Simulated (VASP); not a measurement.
Write the native input for VASP 6.6.1 that does the following.

```yaml
Task: single point
Functional: LDA
Potentials_or_basis: VASP PAW LDA potentials, release 64 (V_sv)
Cutoff: 520 eV
k_mesh: 15 × 15 × 15
Occupations: fermi-dirac, width 0.1 eV
Spin: no spin polarisation
Dipole_correction: no
Further_INCAR_settings: ALGO = Normal; EDIFF = 1e-06; NBANDS = 12
```

The structure of V lies in POSCAR:

```
V
1.0
    2.4121231622      0.0000000000      0.0000000000
    0.0000000000      2.4121231622      0.0000000000
    0.0000000000      0.0000000000      2.4121231622
V
1
Direct
    0.0000000000      0.0000000000      0.0000000000
```

This cell differs from its parent crystal: volume scaled by 1.04.

The input as run:

INCAR

```
ALGO = Normal
EDIFF = 1E-6
ENCUT = 520
GGA = CA
ISIF = 2
ISMEAR = -1
LASPH = True
LCHARG = True
LELF = True
LREAL = False
LVHAR = True
LWAVE = False
NBANDS = 12
NELM = 100
PREC = Accurate
SIGMA = 0.1
```

KPOINTS

```
k-points
0
Gamma
  15 15 15
```

Potentials or basis: VASP PAW LDA potentials, release 64 (V_sv).

Launch:

```sh
$ cat potpaw_LDA.64/V_sv/POTCAR > POTCAR
$ mpirun -np 1 vasp_std > vasp.out
```

It gave:

| Quantity | Value |
| --- | --- |
| Pressure | -4.7 GPa |

Wall time 8.6 s on 1 thread of Intel Xeon 6975P-C, with other jobs on the host, peak memory 0.13 GiB.
